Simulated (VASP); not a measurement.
Input of a VASP 6.6.1 run:

The input INCAR:

```
SYSTEM = Pb
  PREC = Accurate
  ENCUT = 520
  EDIFF = 1E-6
  ISMEAR = -1
  SIGMA = 0.1
  LREAL = .False.
  LASPH = .True.
  NELM = 100
  ALGO = Normal
  ISIF = 2
  LWAVE = .False.
  LCHARG = .True.
  GGA = B5
  ALDAX = 1.0
  AGGAX = 1.0
  AGGAC = 1.0
  ALDAC = 0.0
  LELF = .True.
  LVHAR = .True.
  NBANDS = 21
```

File KPOINTS:

```
Automatic mesh
0
Gamma
  9 9 9
  0 0 0
```

The input POSCAR:

```
Pb
1.0
    0.0000000000      3.6667180976      3.6667180976
    3.6667180976      0.0000000000      3.6667180976
    3.6667180976      3.6667180976      0.0000000000
Pb
2
Direct
    0.1250000000      0.1250000000      0.1250000000
    0.8750000000      0.8750000000      0.8750000000
```

Potentials or basis: VASP PAW PBE potentials, release 64 (Pb_d).

Run with:

```console
$ cat potpaw_PBE.64/Pb_d/POTCAR > POTCAR
$ mpirun -np 1 vasp_std > vasp.out
```

(1) What does it give for the pressure?

(2) Predict the band gap on the k mesh.

Answers

(1) -0.7 GPa.

(2) zero (bands 14 and 15 overlap by 0.87 eV).

Caveat: the PAW data sets were made with another functional, which shifts forces and pressure a little; spin-orbit coupling is left out, which moves the levels of the heavy elements.
